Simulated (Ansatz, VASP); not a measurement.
TiSe2 in VASP and in Ansatz

Contents of INCAR:

```
PREC     = Accurate       # precision mode
ENCUT    = 500            # plane-wave cutoff, eV
EDIFF    = 1E-7           # SCF threshold, eV
ISMEAR   = 0              # smearing method
SIGMA    = 0.1            # smearing width, eV
LREAL    = False          # projectors in reciprocal space
LASPH    = True           # aspherical terms in the spheres
NELM     = 120            # most SCF steps
ALGO     = Normal         # electronic algorithm
ISIF     = 3              # what is computed and relaxed
LWAVE    = False          # write WAVECAR
LCHARG   = False          # write CHGCAR
GGA      = PE             # functional
IVDW     = 12             # dispersion correction
IBRION   = 2              # ionic algorithm
NSW      = 50             # ionic steps
EDIFFG   = -0.003         # ionic threshold
GGA_COMPAT= False        
NELMIN   = 4
```

File KPOINTS:

```
regular mesh
0
Gamma
  15 15 8
```

POSCAR

```
TiSe2
1.0
    3.4950714083      0.0000000000      0.0000000000
   -1.7475357041      3.0268206276      0.0000000000
    0.0000000000      0.0000000000      5.8946076265
Ti Se
1 2
Direct
    0.0000000000      0.0000000000      0.0000000000
    0.3333333333      0.6666666667      0.2646523612
    0.6666666667      0.3333333333      0.7353476388
```

Input for Ansatz:

```yaml
crystal:
  lattice:
    - [3.4950714083, 0.0, 0.0]
    - [-1.7475357041, 3.0268206276, 0.0]
    - [0.0, 0.0, 5.8946076265]
  atoms:
    - { symbol: Ti, position: [0.0, 0.0, 0.0] }
    - { symbol: Se, position: [0.3333333333, 0.6666666667, 0.2646523612] }
    - { symbol: Se, position: [0.6666666667, 0.3333333333, 0.7353476388] }
basis: {}
kpoints:
  mp_grid: { grid: [15, 15, 8] }
hamiltonian:
  xc: pbe
  dispersion: d3bj
  pseudopotentials: { kind: all_electron, lapw: {} }
scf:
  occupations: { method: gaussian, width: 0.1 }
output:
  forces: true
  stress: true
  eigenvalues: true
relax:
  adjacent_minimum: "off"
  f_tol: 0.003
  max_steps: 30
  cell: { stress_tol: 0.03 }
```

Alike in both runs: task relaxation of cell and atoms; functional PBE; dispersion D3(BJ); k mesh 15 × 15 × 8; occupations gaussian, width 0.1 eV; no spin polarisation.

```csv
,VASP,Ansatz
version,VASP 6.6.1,Ansatz 0.2.0
potentials or method,"VASP PAW PBE potentials, release 64 (Ti_sv, Se), cutoff 500 eV","scalar-relativistic, all-electron LAPW"
```

```csv
,VASP,Ansatz,Ansatz less VASP
"gap on the k mesh at the Fermi level, each at its own relaxed structure (eV)",none,none,-
relaxed volume (Å³/atom),20.55,20.54,-0.011
relaxed cell length with the largest relative difference (Å),3.482,3.481,-0.0008
```

A gap of «none» marks a metal or a gap that the smearing closes. Ansatz ran all-electron here, and VASP with PAW potentials.
